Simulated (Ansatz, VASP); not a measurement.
## Two plane-wave programs on TiO2

```
Ti O
1.0
     4.64306    0.00000    0.00000
     0.00000    4.64306    0.00000
     0.00000    0.00000    2.96402
Ti O
2 4
Direct
  0.00000 0.00000 0.94939
  0.50000 0.50000 0.50000
  0.30511 0.30511 0.00000
  0.19489 0.80511 0.50000
  0.69489 0.69489 0.00000
  0.80511 0.19489 0.50000
```

Alike in both runs: task single point; functional PBE; k mesh 6 × 6 × 10; occupations gaussian, width 0.05 eV; no spin polarisation.

|  | VASP | Ansatz |
| --- | --- | --- |
| version | VASP 6.6.1 | Ansatz 0.2.0 |
| potentials or method | VASP PAW PBE potentials, release 64 (Ti_sv, O), cutoff 520 eV | scalar-relativistic, plane waves, PAW |
| valence electrons in the cell | 48 | 48 |

Ansatz gave:

```
gap on the k mesh at the Fermi level (eV)                     : 1.98
least direct gap on the mesh (eV)                             : 2.06
pressure (GPa)                                                : 1.6
traceless stress, the component that is largest in VASP (GPa) : -1.42
rms of the force components (eV/Å)                            : 0.128
```

Task: What did VASP give for the same quantities?

Result: gap on the k mesh at the Fermi level (eV): 1.95; least direct gap on the mesh (eV): 2.04; pressure (GPa): 2.2; traceless stress, the component that is largest in VASP (GPa): -1.46; rms of the force components (eV/Å): 0.150.

Atom by atom the forces differ by 0.026 eV/Å (rms over components). With one functional, cell and mesh, what is left measures potentials, basis and numerics.
